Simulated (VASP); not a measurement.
Here is a VASP 6.6.1 calculation.

File INCAR:

```
ALGO     = Normal         # electronic algorithm
EDIFF    = 1E-6           # SCF threshold, eV
ENCUT    = 500            # plane-wave cutoff, eV
GGA      = PE             # functional
GGA_COMPAT= False        
ISIF     = 2              # what is computed and relaxed
ISMEAR   = 0              # smearing method
LASPH    = True           # aspherical terms in the spheres
LCHARG   = False          # write CHGCAR
LREAL    = False          # projectors in reciprocal space
LWAVE    = False          # write WAVECAR
NBANDS   = 16             # bands
NELM     = 120            # most SCF steps
PREC     = Accurate       # precision mode
SIGMA    = 0.01           # smearing width, eV
```

File KPOINTS:

```
k-points
0
Gamma
  8 8 8
```

The input POSCAR:

```
AgCl
1.0
    3.4339730000      0.0000000000      0.0000000000
    0.0000000000      3.4339730000      0.0000000000
    0.0000000000      0.0000000000      3.4339730000
Ag Cl
1 1
Direct
    0.0000000000      0.0000000000      0.0000000000
    0.5000000000      0.5000000000      0.5000000000
```

Potentials or basis: VASP PAW PBE potentials, release 64 (Ag, Cl).

Command:

```bash
$ cat potpaw_PBE.64/Ag/POTCAR potpaw_PBE.64/Cl/POTCAR > POTCAR
$ mpirun -np 1 vasp_std > vasp.out
```

Task: Estimate the band gap on the k mesh.

Result: 0.57 eV, indirect (least direct gap 2.08 eV).

Task: Estimate the pressure.

Result: -0.2 GPa.

A k mesh can miss the band edges. As with any semilocal functional, this PBE gap is likely too small.
